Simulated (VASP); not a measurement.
# CdS (kn) (F-43m) in VASP: single point with PBEsol

Aim: the single point of CdS (kn) with PBEsol.

Program: VASP 6.6.1. These are calculated values, not measurements. Logs are shortened: lines on timing, memory, paths and dates and some standing lists are left out, and cuts for length are marked.

## 1. The cell of the first run

The structure is cubic, space group F-43m (No. 216). The conventional cell has a = 5.824 Å, b = 5.824 Å, c = 5.824 Å, α = 90.00°, β = 90.00°, γ = 90.00°. Within 3.3 Å of Cd (site symmetry -43m) lie 4 S at 2.52 Å. Within 3.3 Å of S (site symmetry -43m) lie 4 Cd at 2.52 Å.

## 2. Single point, PBEsol

Contents of INCAR:

```
ALGO = Normal
EDIFF = 1E-6
ENCUT = 500
GGA = PS
GGA_COMPAT = False
ISIF = 2
ISMEAR = 0
LASPH = True
LCHARG = False
LREAL = False
LWAVE = False
NBANDS = 16
NELM = 120
PREC = Accurate
SIGMA = 0.02
```

Contents of KPOINTS:

```
k-points
0
Gamma
  6 6 6
```

Contents of POSCAR:

```
CdS
1.0
    0.0000000000      2.9121733542      2.9121733542
    2.9121733542      0.0000000000      2.9121733542
    2.9121733542      2.9121733542      0.0000000000
Cd S
1 1
Direct
    0.0000000000      0.0000000000      0.0000000000
    0.7500000000      0.7500000000      0.7500000000
```

Potentials or basis: VASP PAW PBE potentials, release 64 (Cd, S).

Launch:

```sh
$ cat potpaw_PBE.64/Cd/POTCAR potpaw_PBE.64/S/POTCAR > POTCAR
$ mpirun -np 1 vasp_std > vasp.out
```

OUTCAR:

```text
EDIFF = 1E-6
   ENCUT = 500
   GGA = PS
   ISIF = 2
   ISMEAR = 0
   LASPH = True
   LREAL = False
   NELM = 120
   PREC = Accurate

 ion  position               nearest neighbor table
   1  0.000  0.000  0.000-   2 2.52   2 2.52   2 2.52   2 2.52
   2  0.750  0.750  0.750-   1 2.52   1 2.52   1 2.52   1 2.52

  LATTYP: Found a face centered cubic cell.
 ALAT       =     5.8243467084

  Lattice vectors:

 A1 = (   0.0000000000,   2.9121733542,   2.9121733542)
 A2 = (   2.9121733542,   0.0000000000,   2.9121733542)
 A3 = (   2.9121733542,   2.9121733542,   0.0000000000)

Analysis of symmetry for initial positions (statically):
=====================================================================
 Subroutine PRICEL returns:
 Original cell was already a primitive cell.

 Routine SETGRP: Setting up the symmetry group for a
 face centered cubic supercell.

 Subroutine GETGRP returns: Found 24 space group operations
 (whereof 24 operations were pure point group operations)
 out of a pool of 48 trial point group operations.

The static configuration has the point symmetry T_d .

Analysis of symmetry for dynamics (positions and initial velocities):
=====================================================================
 Subroutine PRICEL returns:
 Original cell was already a primitive cell.

 Routine SETGRP: Setting up the symmetry group for a
 face centered cubic supercell.

 Subroutine GETGRP returns: Found 24 space group operations
 (whereof 24 operations were pure point group operations)
 out of a pool of 48 trial point group operations.

The dynamic configuration has the point symmetry T_d .

 Subroutine INISYM returns: Found 24 space group operations
 (whereof 24 operations are pure point group operations),
 and found     1 'primitive' translations

----------------------------------------------------------------------------------------

                                     Primitive cell

  volume of cell :      49.3948

  direct lattice vectors                    reciprocal lattice vectors
     0.000000000  2.912173354  2.912173354    -0.171693076  0.171693076  0.171693076
     2.912173354  0.000000000  2.912173354     0.171693076 -0.171693076  0.171693076
     2.912173354  2.912173354  0.000000000     0.171693076  0.171693076 -0.171693076

  length of vectors
     4.118435053  4.118435053  4.118435053     0.297381130  0.297381130  0.297381130

  position of ions in fractional coordinates (direct lattice)
     0.000000000  0.000000000  0.000000000
[... 68 lines left out ...]
   NELM   =    120;   NELMIN=  2; NELMDL= -5     # of ELM steps
   EDIFF  = 0.1E-05   stopping-criterion for ELM
   LREAL  =      F    real-space projection
   EDIFFG = 0.1E-04   stopping-criterion for IOM
   NSW    =      0    number of steps for IOM
   IBRION =     -1    ionic relax: 0-MD 1-quasi-New 2-CG
   NFREE  =      0    steps in history (QN), initial steepest desc. (CG)
   ISIF   =      2    stress and relaxation
   ISYM   =      2    0-nonsym 1-usesym 2-fastsym
   POTIM  = 0.5000    time-step for ionic-motion
   TEBEG  =    0.0;   TEEND  =   0.0 temperature during run
   PSTRESS=    0.0 pullay stress
   NELECT =      18.0000    total number of electrons
   NUPDOWN=      -1.0000    fix difference up-down
   EMIN   =  10.00;   EMAX   =-10.00  energy-range for DOS
   EFERMI =   0.00;   METHOD = LEGACY
   ISMEAR =     0;   SIGMA  =   0.02  broadening in eV -4-tet -1-fermi 0-gaus
   EFERMI_NEDOS =   21; number of points for ismear=-14 and -15
   IALGO  =     38    algorithm
   IMIX   =      4    mixing-type and parameters
     AMIX     =   0.40;   BMIX     =  1.00
     AMIX_MAG =   1.60;   BMIX_MAG =  1.00
  volume/ion in A,a.u.               =      24.70       166.67
  Fermi-wavevector in a.u.,A,eV,Ry     =   1.169334  2.209720 18.603806  1.367341
  Thomas-Fermi vector in A             =   2.305808
   LORBIT       =      0    0 simple, 1 ext, 2 COOP (PROOUT), +10 PAW based schemes
   GGA     = PS    functional components
   LHFCALC =     F    Hartree Fock is set to
   AEXX    =    0.0000 exact exchange contribution
   IVDW    =     0    specifies the selected vdW correction
   LEPSILON=     F    determine dielectric tensor
   LRPA    =     F    only Hartree local field effects (RPA)
 non-spin polarized calculation
 Gauss-broadening in eV      SIGMA  =   0.02
  energy-cutoff  :      500.00
  volume of cell :       49.39
 maximum number of plane-waves:      1278
   NGX = 15   NGY = 15   NGZ = 15

 number of electron      18.0000004 magnetization

 Free energy of the ion-electron system (eV)
  ---------------------------------------------------
  ext. energy  EPLUGINS =         0.00000000
  ---------------------------------------------------
  free energy    TOTEN  =        -6.81048685 eV

  energy without entropy =       -6.81048685  energy(sigma->0) =       -6.81048685

 E-fermi :   1.3880     XC(G=0):  -9.3982

 val. band max:        1.2532213383   @ k =   0.0000   0.0000   0.0000
 cond. band min:       2.2690986644   @ k =   0.0000   0.0000   0.0000
 fundamental gap:      1.0158773260
 Fermi energy:         1.3879512079

 k-point     1 :       0.0000    0.0000    0.0000
  band No.  band energies     occupation
      1     -11.1591      2.00000
      2      -6.4953      2.00000
      3      -6.4953      2.00000
      4      -6.4953      2.00000
      5      -6.0012      2.00000
      6      -6.0012      2.00000
[... 281 lines left out ...]
      3      -6.2154      2.00000
      4      -6.0830      2.00000
      5      -5.9584      2.00000
      6      -5.4030      2.00000
[... 8 lines left out ...]
     15      14.4448      0.00000
     16      14.4727      0.00000

------------------------ aborting loop because EDIFF is reached ----------------------------------------

  FORCE on cell =-STRESS in cart. coord.  units (eV):
  Direction    XX          YY          ZZ          XY          YZ          ZX
  --------------------------------------------------------------------------------------
  -------------------------------------------------------------------------------------
  Total        0.1214672      0.1214672      0.1214672      0.0000000      0.0000000      0.0000000
  in kB        3.9399242      3.9399242      3.9399242      0.0000000      0.0000000      0.0000000
  external PRESSURE =       3.9399242 kB  Pullay stress =       0.0000000 kB

 VOLUME and BASIS-vectors are now :
 -----------------------------------------------------------------------------
  energy-cutoff  :      500.00
  volume of cell :       49.39
      direct lattice vectors                 reciprocal lattice vectors
     0.000000000  2.912173354  2.912173354    -0.171693076  0.171693076  0.171693076
     2.912173354  0.000000000  2.912173354     0.171693076 -0.171693076  0.171693076
     2.912173354  2.912173354  0.000000000     0.171693076  0.171693076 -0.171693076

 POSITION                                       TOTAL-FORCE (eV/Angst)
 -----------------------------------------------------------------------------------
      0.00000      0.00000      0.00000        -0.000000      0.000000      0.000000
      4.36826      4.36826      4.36826         0.000000     -0.000000     -0.000000
 -----------------------------------------------------------------------------------
    total drift:                                0.000000      0.000000      0.000000

  FREE ENERGIE OF THE ION-ELECTRON SYSTEM (eV)
  ---------------------------------------------------
  free  energy   TOTEN  =        -6.8104868539 eV

  energy  without entropy=       -6.8104868539  energy(sigma->0) =       -6.81048685
```

OSZICAR:

```text
N       E                     dE             d eps       ncg     rms          rms(c)
DAV:   1     0.107701306570E+03    0.10770E+03   -0.86468E+03   520   0.994E+02
DAV:   2    -0.333273305703E+01   -0.11103E+03   -0.10371E+03   632   0.253E+02
DAV:   3    -0.728721921470E+01   -0.39545E+01   -0.39488E+01   616   0.503E+01
DAV:   4    -0.731074219360E+01   -0.23523E-01   -0.23521E-01   672   0.374E+00
DAV:   5    -0.731105743044E+01   -0.31524E-03   -0.31523E-03   600   0.412E-01    0.787E+00
DAV:   6    -0.683315186643E+01    0.47791E+00   -0.78995E-01   784   0.122E+01    0.632E+00
DAV:   7    -0.681299243913E+01    0.20159E-01   -0.16667E-01   624   0.289E+00    0.301E+00
DAV:   8    -0.681066119987E+01    0.23312E-02   -0.17319E-02   576   0.166E+00    0.256E-01
DAV:   9    -0.681041013356E+01    0.25107E-03   -0.20966E-03   648   0.696E-01    0.515E-02
DAV:  10    -0.681044736203E+01   -0.37228E-04   -0.19980E-04   632   0.165E-01    0.579E-02
DAV:  11    -0.681048970229E+01   -0.42340E-04   -0.68266E-05   656   0.755E-02    0.200E-02
DAV:  12    -0.681048624888E+01    0.34534E-05   -0.14114E-05   640   0.471E-02    0.820E-03
DAV:  13    -0.681048685388E+01   -0.60500E-06   -0.24000E-06   616   0.909E-03
   1 F= -.68104869E+01 E0= -.68104869E+01  d E =-.306654E-23
```

It used 20 s of CPU time on 1 thread of AMD EPYC 7R13 Processor (Zen 3), with other jobs on the host.

Results:

| Quantity | Value |
| --- | --- |
| Free energy | -6.8105 eV |
| Pressure | 0.4 GPa |
| Band gap on the k mesh | 1.02 eV, direct |

Caveat: the PAW data sets were made with another functional, which shifts forces and pressure a little.
